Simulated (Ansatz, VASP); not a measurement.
YSi2Rh2 in VASP and in Ansatz

```
Y Si Rh
1.0
    -1.99217    1.99217    4.92344
     1.99217   -1.99217    4.92344
     1.99217    1.99217   -4.92344
Y Si Rh
1 2 2
Direct
  0.00000 0.00000 0.00000
  0.37819 0.37819 0.00000
  0.62181 0.62181 0.00000
  0.75000 0.25000 0.50000
  0.25000 0.75000 0.50000
```

Alike in both runs: functional LDA; k mesh 12 × 12 × 12; occupations gaussian, width 0.1 eV; no spin polarisation.

Ansatz relaxed the structure, and its values are those at the end. VASP's run is a single point on that final structure, the one shown.

|  | VASP | Ansatz |
| --- | --- | --- |
| version | VASP 6.6.1 | Ansatz 0.2.0 |
| potentials or method | VASP PAW LDA potentials, release 64 (Y_sv, Si, Rh_pv), cutoff 520 eV | scalar-relativistic, plane waves, PAW |
| valence electrons in the cell | 49 | 53 |

```csv
,VASP,Ansatz,Ansatz less VASP
gap on the k mesh at the Fermi level (eV),none,none,-
pressure (GPa),0.4,0.0,-0.40
rms of the force components (eV/Å),0.021,0.000,-0.0206
```

LDA's correlation is that of Perdew and Zunger in VASP and of Perdew and Wang (1992) in Ansatz. A gap of «none» marks a metal or a gap that the smearing closes. VASP's potentials hold 49 valence electrons a cell and Ansatz's 53, so a difference there can come from the potentials and not from the codes.
